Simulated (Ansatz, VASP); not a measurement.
Given: the input of a run of Ansatz 0.2.0 on TaN.

input.yaml

```yaml
crystal:
  lattice:
    - [2.9217699809, 0.0, 0.0]
    - [-1.4608849905, 2.5303270275, 0.0]
    - [0.0, 0.0, 5.916515]
  atoms:
    - { symbol: Ta, position: [0.0, 0.0, 0.5] }
    - { symbol: Ta, position: [0.0, 0.0, 0.0] }
    - { symbol: "N", position: [0.3333333333, 0.6666666667, 0.25] }
    - { symbol: "N", position: [0.6666666667, 0.3333333333, 0.75] }
hamiltonian:
  xc: rpbe
  pseudopotentials: { kind: paw }
kpoints:
  mp_grid: { grid: [10, 10, 5] }
scf:
  occupations: { method: gaussian, width: 0.02 }
output:
  forces: true
  stress: true
  eigenvalues: true
```

Potentials or basis: Ansatz PAW.

Launch:

```sh
$ ansatz run input.yaml --threads 2 --pin off --max-ram 5632MiB --backend cpu --events-out ev --progress --plain --runs-dir out
```

Problem. Translate it to VASP 6.6.1. Potentials there: VASP PAW PBE potentials, release 64 (Ta_pv, N).

Solution. As run (the cutoff follows the program's own potentials):

Contents of INCAR:

```
  ALGO = Normal
  EDIFF = 1E-7
  ENCUT = 520
  GGA = RP
  ISIF = 2
  ISMEAR = 0
  LASPH = True
  LCHARG = True
  LELF = True
  LREAL = False
  LVHAR = True
  LWAVE = False
  NBANDS = 24
  NELM = 60
  PREC = Accurate
  SIGMA = 0.02
```

The input KPOINTS:

```
k-points
0
Gamma
  10 10 5
```

Contents of POSCAR:

```
TaN
1.0
    2.9217699809      0.0000000000      0.0000000000
   -1.4608849905      2.5303270275      0.0000000000
    0.0000000000      0.0000000000      5.9165150000
Ta N
2 2
Direct
    0.0000000000      0.0000000000      0.5000000000
    0.0000000000      0.0000000000      0.0000000000
    0.3333333333      0.6666666667      0.2500000000
    0.6666666667      0.3333333333      0.7500000000
```

Potentials or basis: VASP PAW PBE potentials, release 64 (Ta_pv, N).

Command:

```console
$ cat potpaw_PBE.64/Ta_pv/POTCAR potpaw_PBE.64/N/POTCAR > POTCAR
$ mpirun -np 1 vasp_std > vasp.out
```

Both were run:

|  | VASP | Ansatz | Ansatz less VASP |
| --- | --- | --- | --- |
| gap on the k mesh at the Fermi level (eV) | none | none | - |
| pressure (GPa) | 4.2 | 3.6 | -0.65 |
| traceless stress, the component that is largest in VASP (GPa) | 0.66 | 0.61 | -0.055 |

VASP's potentials were made for PBE, not for RPBE. A gap of «none» marks a metal or a gap that the smearing closes. The functional is the same, so the differences come from potentials, cutoffs and numerics. VASP's potentials hold 32 valence electrons a cell and Ansatz's 36, so a difference there can come from the potentials and not from the codes.

Spin-orbit coupling is off throughout.
